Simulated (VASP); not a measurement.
# Ga2O3 (C2/m) in VASP: single point with PBEsol

Aim: the single point of Ga2O3 with PBEsol.

All numbers are computed with VASP 6.6.1; they aren't measurements. Logs are shortened: lines on timing, memory, paths and dates and some standing lists are left out, and cuts for length are marked.

**1. The cell of the first run**

Symmetry: C2/m, No. 12, monoclinic system. Conventional cell: a = 12.277 Å, b = 3.047 Å, c = 5.811 Å, α = 90.00°, β = 103.71°, γ = 90.00°. Ga (site symmetry m) has 6 O at 1.94 to 2.08 Å within 2.6 Å. Within 2.4 Å of Ga (site symmetry m) lie 4 O at 1.84 to 1.87 Å. Within 2.4 Å of O (site symmetry m) lie 3 Ga at 1.84 to 1.94 Å. O (site symmetry m) has 4 Ga at 1.87 to 2.08 Å within 2.5 Å. O (site symmetry m) has 3 Ga at 1.84 to 1.95 Å within 2.4 Å.

**2. Single point, PBEsol**

INCAR reads:

```
ALGO = Normal ; EDIFF = 1E-6
ENCUT = 520 ; GGA = PS
ISIF = 2 ; ISMEAR = 0
LASPH = True ; LCHARG = False
LREAL = False ; LUSENCCL = False
LWAVE = False ; NBANDS = 55
NELM = 60 ; PREC = Accurate
SIGMA = 0.02
```

KPOINTS reads:

```
k-points
0
Gamma
  8 8 4
```

POSCAR reads:

```
Ga2O3
1.0
    6.1387134722     -1.5236598588      0.0036360899
    6.1387134722      1.5236598588      0.0036360899
   -1.3804415279      0.0000000000      5.6441527271
Ga O
4 6
Direct
    0.3412681319      0.3412681319      0.6854239428
    0.6587318681      0.6587318681      0.3145760572
    0.9094817728      0.9094817728      0.2046052827
    0.0905182272      0.0905182272      0.7953947173
    0.5037661253      0.5037661253      0.7440673777
    0.4962338747      0.4962338747      0.2559326223
    0.8267789418      0.8267789418      0.4372302546
    0.1732210582      0.1732210582      0.5627697454
    0.1652737577      0.1652737577      0.1095892100
    0.8347262423      0.8347262423      0.8904107900
```

Potentials or basis: VASP PAW PBE potentials, release 64 (Ga_d, O).

On the command line:

```
$ cat potpaw_PBE.64/Ga_d/POTCAR potpaw_PBE.64/O/POTCAR > POTCAR
$ mpirun -np 1 vasp_std > vasp.out
```

OUTCAR:

```text
EDIFF = 1E-6
   ENCUT = 520
   GGA = PS
   ISIF = 2
   ISMEAR = 0
   LASPH = True
   LREAL = False
   NELM = 60
   PREC = Accurate

 ion  position               nearest neighbor table
   1  0.341  0.341  0.685-   5 1.94  10 1.95  10 1.95   8 2.02   7 2.08   7 2.08
   2  0.659  0.659  0.315-   6 1.94   9 1.95   9 1.95   7 2.02   8 2.08   8 2.08
   3  0.909  0.909  0.205-  10 1.84   6 1.84   6 1.84   7 1.87
   4  0.091  0.091  0.795-   9 1.84   5 1.84   5 1.84   8 1.87
   5  0.504  0.504  0.744-   4 1.84   4 1.84   1 1.94
   6  0.496  0.496  0.256-   3 1.84   3 1.84   2 1.94
   7  0.827  0.827  0.437-   3 1.87   2 2.02   1 2.08   1 2.08
   8  0.173  0.173  0.563-   4 1.87   1 2.02   2 2.08   2 2.08
   9  0.165  0.165  0.110-   4 1.84   2 1.95   2 1.95
  10  0.835  0.835  0.890-   3 1.84   1 1.95   1 1.95

  LATTYP: Found a base centered monoclinic cell.
 ALAT       =    12.2774290981
 B/A-ratio  =     0.2482050349
 C/A-ratio  =     0.4732680156
 COS(beta)  =    -0.2370010666

  Lattice vectors:

 A1 = (   6.1387134722,  -1.5236598588,   0.0036360899)
 A2 = (   6.1387134722,   1.5236598588,   0.0036360899)
 A3 = (  -1.3804415279,   0.0000000000,   5.6441527271)

Analysis of symmetry for initial positions (statically):
=====================================================================
 Subroutine PRICEL returns:
 Original cell was already a primitive cell.

 Routine SETGRP: Setting up the symmetry group for a
 base centered monoclinic supercell.

 Subroutine GETGRP returns: Found  4 space group operations
 (whereof  4 operations were pure point group operations)
 out of a pool of  4 trial point group operations.

The static configuration has the point symmetry C_2h.

Analysis of symmetry for dynamics (positions and initial velocities):
=====================================================================
 Subroutine PRICEL returns:
 Original cell was already a primitive cell.

 Routine SETGRP: Setting up the symmetry group for a
 base centered monoclinic supercell.

 Subroutine GETGRP returns: Found  4 space group operations
 (whereof  4 operations were pure point group operations)
 out of a pool of  4 trial point group operations.

The dynamic configuration has the point symmetry C_2h.

 Subroutine INISYM returns: Found  4 space group operations
 (whereof  4 operations are pure point group operations),
 and found     1 'primitive' translations

----------------------------------------------------------------------------------------

                                     Primitive cell

  volume of cell :     105.5983

  direct lattice vectors                    reciprocal lattice vectors
     6.138713472 -1.523659859  0.003636090     0.081438493 -0.328157231  0.019918150
     6.138713472  1.523659859  0.003636090     0.081438493  0.328157231  0.019918150
    -1.380441528  0.000000000  5.644152727    -0.000104929  0.000000000  0.177148848

  length of vectors
     6.324978710  6.324978710  5.810514506     0.338697696  0.338697696  0.177148879

  position of ions in fractional coordinates (direct lattice)
     0.341268132  0.341268132  0.685423943
     0.658731868  0.658731868  0.314576057
     0.909481773  0.909481773  0.204605283
     0.090518227  0.090518227  0.795394717
     0.503766125  0.503766125  0.744067378
     0.496233875  0.496233875  0.255932622
     0.826778942  0.826778942  0.437230255
     0.173221058  0.173221058  0.562769745
     0.165273758  0.165273758  0.109589210
     0.834726242  0.834726242  0.890410790

  ion indices of the primitive-cell ions
   primitive index   ion index
                 1           1
                 2           2
                 3           3
                 4           4
                 5           5
                 6           6
                 7           7
                 8           8
                 9           9
                10          10

----------------------------------------------------------------------------------------

 KPOINTS: k-points

Automatic generation of k-mesh.
 Grid dimensions read from file:
 generate k-points for:    8    8    4

 Generating k-lattice:

  Cartesian coordinates                     Fractional coordinates (reciprocal lattice)
     0.010179812 -0.041019654  0.002489769     0.125000000  0.000000000 -0.000000000
     0.010179812  0.041019654  0.002489769     0.000000000  0.125000000 -0.000000000
    -0.000026232  0.000000000  0.044287212    -0.000000000 -0.000000000  0.250000000

  Length of vectors
     0.042337212  0.042337212  0.044287220

  Shift w.r.t. Gamma in fractional coordinates (k-lattice)
     0.000000000  0.000000000  0.000000000

 Subroutine IBZKPT returns following result:
 ===========================================

 Found     78 irreducible k-points:

 Following reciprocal coordinates:
            Coordinates               Weight
  0.000000  0.000000  0.000000      1.000000
  0.125000  0.000000  0.000000      4.000000
  0.250000  0.000000  0.000000      4.000000
  0.375000  0.000000  0.000000      4.000000
  0.500000  0.000000  0.000000      2.000000
  0.125000  0.125000  0.000000      2.000000
[... 16 lines left out ...]
  0.125000  0.000000  0.250000      4.000000
  0.250000  0.000000  0.250000      4.000000
 [... further k-points ...]
   k-points           NKPTS =     78   k-points in BZ     NKDIM =     78   number of bands    NBANDS=     55
   number of dos      NEDOS =    301   number of ions     NIONS =     10
   total plane-waves  NPLWV = 110592
   dimension x,y,z NGX =    48 NGY =   48 NGZ =   48
   dimension x,y,z NGXF=    96 NGYF=   96 NGZF=   96
   ions per type =               4   6
   NGX,Y,Z   is equivalent  to a cutoff of  12.62, 12.62, 13.73 a.u.
   NGXF,Y,Z  is equivalent  to a cutoff of  25.23, 25.23, 27.47 a.u.
 SYSTEM =  unknown system
   PREC   = accura    normal or accurate (medium, high low for compatibility)
   ISTART =      0    job   : 0-new  1-cont  2-samecut
   ICHARG =      2    charge: 1-file 2-atom 10-const
   ISPIN  =      1    spin polarized calculation?
   LNONCOLLINEAR =      F non collinear calculations
   LSORBIT =      F    spin-orbit coupling
   LASPH  =      T    aspherical Exc in radial PAW
   ENCUT  =  520.0 eV  38.22 Ry    6.18 a.u.  11.76 11.76 10.80*2*pi/ulx,y,z
   NELM   =     60;   NELMIN=  2; NELMDL= -5     # of ELM steps
   EDIFF  = 0.1E-05   stopping-criterion for ELM
   LREAL  =      F    real-space projection
   EDIFFG = 0.1E-04   stopping-criterion for IOM
   NSW    =      0    number of steps for IOM
   IBRION =     -1    ionic relax: 0-MD 1-quasi-New 2-CG
   NFREE  =      0    steps in history (QN), initial steepest desc. (CG)
   ISIF   =      2    stress and relaxation
   ISYM   =      2    0-nonsym 1-usesym 2-fastsym
   POTIM  = 0.5000    time-step for ionic-motion
   TEBEG  =    0.0;   TEEND  =   0.0 temperature during run
   PSTRESS=    0.0 pullay stress
   NELECT =      88.0000    total number of electrons
   NUPDOWN=      -1.0000    fix difference up-down
   EMIN   =  10.00;   EMAX   =-10.00  energy-range for DOS
   EFERMI =   0.00;   METHOD = LEGACY
   ISMEAR =     0;   SIGMA  =   0.02  broadening in eV -4-tet -1-fermi 0-gaus
   EFERMI_NEDOS =   21; number of points for ismear=-14 and -15
   IALGO  =     38    algorithm
   IMIX   =      4    mixing-type and parameters
     AMIX     =   0.40;   BMIX     =  1.00
     AMIX_MAG =   1.60;   BMIX_MAG =  1.00
  volume/ion in A,a.u.               =      10.56        71.26
  Fermi-wavevector in a.u.,A,eV,Ry     =   1.540577  2.911268 32.291755  2.373377
  Thomas-Fermi vector in A             =   2.646644
   LORBIT       =      0    0 simple, 1 ext, 2 COOP (PROOUT), +10 PAW based schemes
   GGA     = PS    functional components
   LHFCALC =     F    Hartree Fock is set to
   AEXX    =    0.0000 exact exchange contribution
   IVDW    =     0    specifies the selected vdW correction
   LEPSILON=     F    determine dielectric tensor
   LRPA    =     F    only Hartree local field effects (RPA)
 non-spin polarized calculation
 Gauss-broadening in eV      SIGMA  =   0.02
  energy-cutoff  :      520.00
  volume of cell :      105.60
 maximum number of plane-waves:      2867
   NGX = 23   NGY = 23   NGZ = 21

 number of electron      88.0000013 magnetization

 Free energy of the ion-electron system (eV)
  ---------------------------------------------------
  ext. energy  EPLUGINS =         0.00000000
  ---------------------------------------------------
  free energy    TOTEN  =       -63.89525511 eV

  energy without entropy =      -63.89525511  energy(sigma->0) =      -63.89525511

 E-fermi :   3.7542     XC(G=0): -11.8584

 val. band max:        3.6644133771   @ k =   0.5000   0.3750   0.5000
 cond. band min:       5.8916774506   @ k =   0.0000   0.0000   0.0000
 fundamental gap:      2.2272640736
 Fermi energy:         3.7541730032

 k-point     1 :       0.0000    0.0000    0.0000
  band No.  band energies     occupation
      1     -15.1863      2.00000
      2     -13.9946      2.00000
      3     -13.9759      2.00000
      4     -13.8685      2.00000
      5     -13.3877      2.00000
      6     -13.3761      2.00000
[... 47 lines left out ...]
     54      15.8229      0.00000
     55      16.1070      0.00000

 k-point     2 :       0.1250    0.0000    0.0000
  band No.  band energies     occupation
      1     -15.0640      2.00000
      2     -13.9818      2.00000
      3     -13.9462      2.00000
      4     -13.7837      2.00000
      5     -13.3906      2.00000
      6     -13.3762      2.00000
[... 47 lines left out ...]
     54      14.9268      0.00000
     55      15.1188      0.00000

 k-point     3 :       0.2500    0.0000    0.0000
  band No.  band energies     occupation
      1     -14.7330      2.00000
      2     -13.9336      2.00000
      3     -13.8345      2.00000
      4     -13.6611      2.00000
      5     -13.3925      2.00000
      6     -13.3761      2.00000
[... 1152 lines left out ...]
 k-point    23 :       0.1250    0.0000    0.2500
  band No.  band energies     occupation
      1     -14.9470      2.00000
      2     -14.1748      2.00000
      3     -13.9712      2.00000
      4     -13.6999      2.00000
      5     -13.4487      2.00000
      6     -13.3353      2.00000
[... 47 lines left out ...]
     54      15.1365      0.00000
     55      15.5940      0.00000

 k-point    24 :       0.2500    0.0000    0.2500
  band No.  band energies     occupation
      1     -14.6242      2.00000
      2     -14.0443      2.00000
      3     -13.8802      2.00000
      4     -13.6183      2.00000
      5     -13.4400      2.00000
      6     -13.3481      2.00000
[... 47 lines left out ...]
     54      14.2425      0.00000
     55      15.5108      0.00000

 [... further k-points ...]
[... 5 lines left out ...]
  --------------------------------------------------------------------------------------
  -------------------------------------------------------------------------------------
  Total        0.1272969      0.2379084      0.1665892      0.0000000      0.0000000      0.0045975
  in kB        1.9313965      3.6096354      2.5275534      0.0000000      0.0000000      0.0697551
  external PRESSURE =       2.6895284 kB  Pullay stress =       0.0000000 kB

 VOLUME and BASIS-vectors are now :
 -----------------------------------------------------------------------------
  energy-cutoff  :      520.00
  volume of cell :      105.60
      direct lattice vectors                 reciprocal lattice vectors
     6.138713472 -1.523659859  0.003636090     0.081438493 -0.328157231  0.019918150
     6.138713472  1.523659859  0.003636090     0.081438493  0.328157231  0.019918150
    -1.380441528  0.000000000  5.644152727    -0.000104929  0.000000000  0.177148848

 POSITION                                       TOTAL-FORCE (eV/Angst)
 -----------------------------------------------------------------------------------
      3.24371      0.00000      3.87112         0.009883      0.000000      0.019833
      7.65328      0.00000      1.78031        -0.009883      0.000000     -0.019833
     10.88365      0.00000      1.16144         0.002613      0.000000     -0.001768
      0.01334      0.00000      4.48999        -0.002613      0.000000      0.001768
      5.15781      0.00000      4.20329         0.004905      0.000000      0.000066
      5.73918      0.00000      1.44813        -0.004905      0.000000     -0.000066
      9.54715      0.00000      2.47381         0.013456      0.000000     -0.013379
      1.34984      0.00000      3.17762        -0.013456      0.000000      0.013379
      1.87785      0.00000      0.61974         0.006826      0.000000     -0.015721
      9.01913      0.00000      5.03168        -0.006826      0.000000      0.015721
 -----------------------------------------------------------------------------------
    total drift:                               -0.000000      0.000000      0.000000

  FREE ENERGIE OF THE ION-ELECTRON SYSTEM (eV)
  ---------------------------------------------------
  free  energy   TOTEN  =       -63.8952551070 eV

  energy  without entropy=      -63.8952551070  energy(sigma->0) =      -63.89525511
```

It took 6.1 min on 1 × NVIDIA H100 80GB with 1 thread of AMD EPYC 7R13 (Zen 3), shared host; peak memory 1.5 GiB.

What came out:

| Item | Value |
| --- | --- |
| Free energy | -63.8953 eV |
| Pressure | 0.3 GPa |
| Largest force | 0.022 eV/Å |
| Band gap on the k mesh | 2.23 eV, indirect (least direct gap 2.24 eV) |

Forces on the atoms (eV/Å):
```
Ga   0.010  0.000  0.020
Ga  -0.010  0.000 -0.020
Ga   0.003  0.000 -0.002
Ga  -0.003  0.000  0.002
O    0.005  0.000  0.000
O   -0.005  0.000  0.000
O    0.013  0.000 -0.013
O   -0.013  0.000  0.013
O    0.007  0.000 -0.016
O   -0.007  0.000  0.016
```

Levels at points of the mesh, in eV from the valence-band top:
```csv
k point,band 40,band 41,band 42,band 43,band 44,band 45,band 46,band 47,band 48,band 49
"(0.00, 0.00, 0.00)",-0.69,-0.68,-0.49,-0.29,-0.02,2.23,5.53,6.54,6.58,7.59
"(0.50, 0.00, 0.00)",-1.32,-0.77,-0.72,-0.48,-0.11,5.47,6.34,7.06,7.32,7.82
"(0.50, 0.50, 0.00)",-1.10,-0.69,-0.68,-0.42,-0.15,4.42,4.66,5.63,6.40,7.78
"(0.00, 0.00, 0.50)",-1.42,-0.67,-0.65,-0.51,-0.30,4.61,4.75,6.57,7.03,7.57
"(0.50, 0.00, 0.50)",-1.27,-1.10,-1.06,-0.74,-0.65,6.73,6.77,7.66,7.84,8.27
"(0.50, 0.50, 0.50)",-0.72,-0.66,-0.62,-0.60,-0.01,5.02,5.15,6.07,6.38,6.82
```

Caveat: the PAW data sets were made with another functional, which shifts forces and pressure a little.
